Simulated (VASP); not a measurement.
# B (P6/mmm) in VASP: relaxation of cell and atoms with PBE

Aim: the relaxation of cell and atoms of B with PBE.

Program: VASP 6.6.1. These are calculated values, not measurements. Logs are shortened: lines on timing, memory, paths and dates and some standing lists are left out, and cuts for length are marked.

**1. The cell of the first run**

It takes space group P6/mmm (No. 191, hexagonal). The conventional cell has a = 1.714 Å, b = 1.714 Å, c = 3.789 Å, α = 90.00°, β = 90.00°, γ = 120.00°. B (site symmetry -6m2) has 3 B at 0.99 Å within 1.3 Å.

The cell was generated, and may not be a known phase.

**2. Relaxation of cell and atoms, PBE**

INCAR

```
SYSTEM = B
ALGO = Normal
EDIFF = 1E-7
EDIFFG = -0.04
ENCUT = 1230
GGA = PE
GGA_COMPAT = .False.
IBRION = 2
ISIF = 3
ISMEAR = 0
LASPH = .True.
LCHARG = .False.
LREAL = .False.
LWAVE = .False.
NELM = 120
NELMIN = 4
NSW = 90
PREC = Accurate
SIGMA = 0.1
```

KPOINTS

```
k-points
0
Gamma
  12 12 4
  0 0 0
```

POSCAR

```
B
1.0
    1.7144971200      0.0000000000      0.0000000000
   -0.8572485600      1.4847980600      0.0000000000
    0.0000000000      0.0000000000      3.7886727800
B
2
Direct
    0.3333333300      0.6666666700      0.0000000000
    0.6666666700      0.3333333300      0.0000000000
```

Potentials or basis: VASP PAW PBE potentials, release 64 (B_h).

Started as:

```sh
$ cat potpaw_PBE.64/B_h/POTCAR > POTCAR
$ mpirun -np 1 vasp_std > vasp.out
```

OUTCAR:

```text
SYSTEM = B
   EDIFF = 1E-7
   EDIFFG = -0.04
   ENCUT = 1230
   GGA = PE
   IBRION = 2
   ISIF = 3
   ISMEAR = 0
   LASPH = .True.
   LREAL = .False.
   NELM = 120
   NELMIN = 4
   NSW = 90
   PREC = Accurate

 ion  position               nearest neighbor table
   1  0.333  0.667  0.000-   2 0.99   2 0.99   2 0.99
   2  0.667  0.333  0.000-   1 0.99   1 0.99   1 0.99

  LATTYP: Found a hexagonal cell.
 ALAT       =     1.7144971200
 C/A-ratio  =     2.2097866108

  Lattice vectors:

 A1 = (   1.7144971200,   0.0000000000,   0.0000000000)
 A2 = (  -0.8572485600,   1.4847980600,   0.0000000000)
 A3 = (   0.0000000000,   0.0000000000,   3.7886727800)

Analysis of symmetry for initial positions (statically):
=====================================================================
 Subroutine PRICEL returns:
 Original cell was already a primitive cell.

 Routine SETGRP: Setting up the symmetry group for a
 hexagonal supercell.

 Subroutine GETGRP returns: Found 24 space group operations
 (whereof 24 operations were pure point group operations)
 out of a pool of 24 trial point group operations.

The static configuration has the point symmetry D_6h.

Analysis of symmetry for dynamics (positions and initial velocities):
=====================================================================
 Subroutine PRICEL returns:
 Original cell was already a primitive cell.

 Routine SETGRP: Setting up the symmetry group for a
 hexagonal supercell.

 Subroutine GETGRP returns: Found 24 space group operations
 (whereof 24 operations were pure point group operations)
 out of a pool of 24 trial point group operations.

The dynamic configuration has the point symmetry D_6h.

 Subroutine INISYM returns: Found 24 space group operations
 (whereof 24 operations are pure point group operations),
 and found     1 'primitive' translations

----------------------------------------------------------------------------------------

                                     Primitive cell

  volume of cell :       9.6448

  direct lattice vectors                    reciprocal lattice vectors
     1.714497120  0.000000000  0.000000000     0.583261406  0.336746130  0.000000000
    -0.857248560  1.484798060  0.000000000     0.000000000  0.673492259  0.000000000
     0.000000000  0.000000000  3.788672780     0.000000000  0.000000000  0.263944674

  length of vectors
     1.714497120  1.714497119  3.788672780     0.673492259  0.673492259  0.263944674

  position of ions in fractional coordinates (direct lattice)
     0.333333330  0.666666670  0.000000000
     0.666666670  0.333333330  0.000000000

  ion indices of the primitive-cell ions
   primitive index   ion index
                 1           1
                 2           2

----------------------------------------------------------------------------------------

 KPOINTS: k-points

Automatic generation of k-mesh.
 Grid dimensions read from file:
 generate k-points for:   12   12    4

 Generating k-lattice:

  Cartesian coordinates                     Fractional coordinates (reciprocal lattice)
     0.048605117  0.028062177  0.000000000     0.083333333  0.000000000  0.000000000
     0.000000000  0.056124355  0.000000000     0.000000000  0.083333333  0.000000000
     0.000000000  0.000000000  0.065986168     0.000000000  0.000000000  0.250000000

  Length of vectors
     0.056124355  0.056124355  0.065986168

  Shift w.r.t. Gamma in fractional coordinates (k-lattice)
     0.000000000  0.000000000  0.000000000

 Subroutine IBZKPT returns following result:
 ===========================================

 Found     57 irreducible k-points:

 Following reciprocal coordinates:
            Coordinates               Weight
  0.000000  0.000000  0.000000      1.000000
  0.083333  0.000000  0.000000      6.000000
  0.166667  0.000000  0.000000      6.000000
  0.250000  0.000000  0.000000      6.000000
  0.333333  0.000000  0.000000      6.000000
  0.416667  0.000000  0.000000      6.000000
[... 16 lines left out ...]
  0.250000  0.000000  0.250000     12.000000
  0.333333  0.000000  0.250000     12.000000
 [... further k-points ...]
   k-points           NKPTS =     57   k-points in BZ     NKDIM =     57   number of bands    NBANDS=      7
   number of dos      NEDOS =    301   number of ions     NIONS =      2
   total plane-waves  NPLWV =  19200
   dimension x,y,z NGX =    20 NGY =   20 NGZ =   48
   dimension x,y,z NGXF=    40 NGYF=   40 NGZF=   96
   ions per type =               2
   NGX,Y,Z   is equivalent  to a cutoff of  19.39, 19.39, 21.06 a.u.
   NGXF,Y,Z  is equivalent  to a cutoff of  38.79, 38.79, 42.12 a.u.
 SYSTEM =  B
   PREC   = accura    normal or accurate (medium, high low for compatibility)
   ISTART =      0    job   : 0-new  1-cont  2-samecut
   ICHARG =      2    charge: 1-file 2-atom 10-const
   ISPIN  =      1    spin polarized calculation?
   LNONCOLLINEAR =      F non collinear calculations
   LSORBIT =      F    spin-orbit coupling
   LASPH  =      T    aspherical Exc in radial PAW
   ENCUT  = 1230.0 eV  90.40 Ry    9.51 a.u.   4.90  4.90 10.83*2*pi/ulx,y,z
   NELM   =    120;   NELMIN=  4; NELMDL= -5     # of ELM steps
   EDIFF  = 0.1E-06   stopping-criterion for ELM
   LREAL  =      F    real-space projection
   EDIFFG = -.4E-01   stopping-criterion for IOM
   NSW    =     90    number of steps for IOM
   IBRION =      2    ionic relax: 0-MD 1-quasi-New 2-CG
   NFREE  =      1    steps in history (QN), initial steepest desc. (CG)
   ISIF   =      3    stress and relaxation
   ISYM   =      2    0-nonsym 1-usesym 2-fastsym
   POTIM  = 0.5000    time-step for ionic-motion
   TEBEG  =    0.0;   TEEND  =   0.0 temperature during run
   PSTRESS=    0.0 pullay stress
   NELECT =       6.0000    total number of electrons
   NUPDOWN=      -1.0000    fix difference up-down
   EMIN   =  10.00;   EMAX   =-10.00  energy-range for DOS
   EFERMI =   0.00;   METHOD = LEGACY
   ISMEAR =     0;   SIGMA  =   0.10  broadening in eV -4-tet -1-fermi 0-gaus
   EFERMI_NEDOS =   21; number of points for ismear=-14 and -15
   IALGO  =     38    algorithm
   IMIX   =      4    mixing-type and parameters
     AMIX     =   0.40;   BMIX     =  1.00
     AMIX_MAG =   1.60;   BMIX_MAG =  1.00
  volume/ion in A,a.u.               =       4.82        32.54
  Fermi-wavevector in a.u.,A,eV,Ry     =   1.397531  2.640951 26.573448  1.953093
  Thomas-Fermi vector in A             =   2.520778
   LORBIT       =      0    0 simple, 1 ext, 2 COOP (PROOUT), +10 PAW based schemes
   GGA     = PE    functional components
   LHFCALC =     F    Hartree Fock is set to
   AEXX    =    0.0000 exact exchange contribution
   IVDW    =     0    specifies the selected vdW correction
   LEPSILON=     F    determine dielectric tensor
   LRPA    =     F    only Hartree local field effects (RPA)
 conjugate gradient relaxation of ions
 non-spin polarized calculation
 Gauss-broadening in eV      SIGMA  =   0.10
  energy-cutoff  :     1230.00
  volume of cell :        9.64
 maximum number of plane-waves:       975
 NGX is ok and might be reduce to    20
   NGX =  9   NGY =  9   NGZ = 21

--------------------------------------- Ionic step        1  -------------------------------------------

 number of electron       6.0000000 magnetization

 Free energy of the ion-electron system (eV)
  ---------------------------------------------------
  ext. energy  EPLUGINS =         0.00000000
  ---------------------------------------------------
  free energy    TOTEN  =        29.78956425 eV

  energy without entropy =       29.79656141  energy(sigma->0) =       29.79306283

------------------------ aborting loop because EDIFF is reached ----------------------------------------

  FORCE on cell =-STRESS in cart. coord.  units (eV):
  Direction    XX          YY          ZZ          XY          YZ          ZX
  --------------------------------------------------------------------------------------
  -------------------------------------------------------------------------------------
  Total       98.7642237     98.7642236     -0.0250607      0.0000000      0.0000000      0.0000000
  in kB    16406.6150235  16406.6150095     -4.1630637      0.0000000      0.0000000      0.0000000
  external PRESSURE =   10936.3556564 kB  Pullay stress =       0.0000000 kB
[... 1079 lines left out ...]
 k-point    24 :       0.3333    0.0000    0.2500
  band No.  band energies     occupation
      1       1.3153      2.00000
      2       6.9850      2.00000
      3      11.1525      2.00000
      4      18.0044      0.00000
      5      25.4140      0.00000
      6      27.6216      0.00000
      7      36.7947      0.00000

 [... further k-points ...]

[... ionic steps 4 to 24 ...]

--------------------------------------- Ionic step       25  -------------------------------------------

 number of electron       6.0000000 magnetization

------------------------ aborting loop because EDIFF is reached ----------------------------------------

  FORCE on cell =-STRESS in cart. coord.  units (eV):
  Direction    XX          YY          ZZ          XY          YZ          ZX
  --------------------------------------------------------------------------------------
  -------------------------------------------------------------------------------------
  Total       -0.0698883     -0.0698883      0.2671702     -0.0000000      0.0000000      0.0000000
  in kB       -7.6568376     -7.6568376     29.2707045     -0.0000000      0.0000000      0.0000000
  external PRESSURE =       4.6523431 kB  Pullay stress =       0.0000000 kB
[... 57 lines left out ...]
  energy  without entropy=      -11.9854503254  energy(sigma->0) =      -11.98629005

--------------------------------------- Ionic step       27  -------------------------------------------

 number of electron       6.0000000 magnetization

 Free energy of the ion-electron system (eV)
  ---------------------------------------------------
  ext. energy  EPLUGINS =         0.00000000
  ---------------------------------------------------
  free energy    TOTEN  =       -11.98758548 eV

  energy without entropy =      -11.98630971  energy(sigma->0) =      -11.98694760

 E-fermi :   7.4385     XC(G=0): -11.8321

 val. band max:        7.2681312794   @ k =   0.2500   0.2500   0.5000
 cond. band min:       7.4715767728   @ k =   0.2500   0.1667   0.5000
 fundamental gap:      0.2034454934
 Fermi energy:         7.4384625989

 k-point     1 :       0.0000    0.0000    0.0000
  band No.  band energies     occupation
      1      -7.3508      2.00000
      2       5.9323      2.00000
      3       5.9323      2.00000
      4      13.2226      0.00000
      5      13.2226      0.00000
      6      13.3882      0.00000
      7      21.0563      0.00000
[... 259 lines left out ...]
  FREE ENERGIE OF THE ION-ELECTRON SYSTEM (eV)
  ---------------------------------------------------
  free  energy   TOTEN  =       -11.9875854787 eV

  energy  without entropy=      -11.9863097143  energy(sigma->0) =      -11.98694760

 reached required accuracy - stopping structural energy minimisation
```

Run time: 2.2 min. Hardware: 1 thread of Intel Xeon Platinum 8488C (Sapphire Rapids), shared host; peak memory 0.14 GiB.

Results:

```
Free energy                           : -11.9876 eV
Relaxed volume                        : 7.34 Å³/atom
Relaxed cell                          : a = 2.993 Å, b = 2.993 Å, c = 1.893 Å, α = 90.00°, β = 90.00°, γ = 120.00°
Space group after relaxing (to 0.1 Å) : P6/mmm (No. 191)
Pressure after relaxing               : -0.2 GPa
Band gap on the k mesh                : zero (bands 3 and 4 overlap by 5.37 eV)
```

Final structure:
```
CELL_PARAMETERS angstrom
2.99295 0.00000 0.00000
-1.49648 2.59197 0.00000
0.00000 0.00000 1.89322
ATOMIC_POSITIONS crystal
B 0.33333 0.66667 0.00000
B 0.66667 0.33333 0.00000
```

Caveat: the k points lie up to 0.83 Å⁻¹ apart in the final cell, too coarse for converged energies and pressures of a metal; the volume moved by over 15 % at a fixed basis, so the end points are rough.

The gap in the log of VASP goes by the Fermi energy; the results here count the filled bands.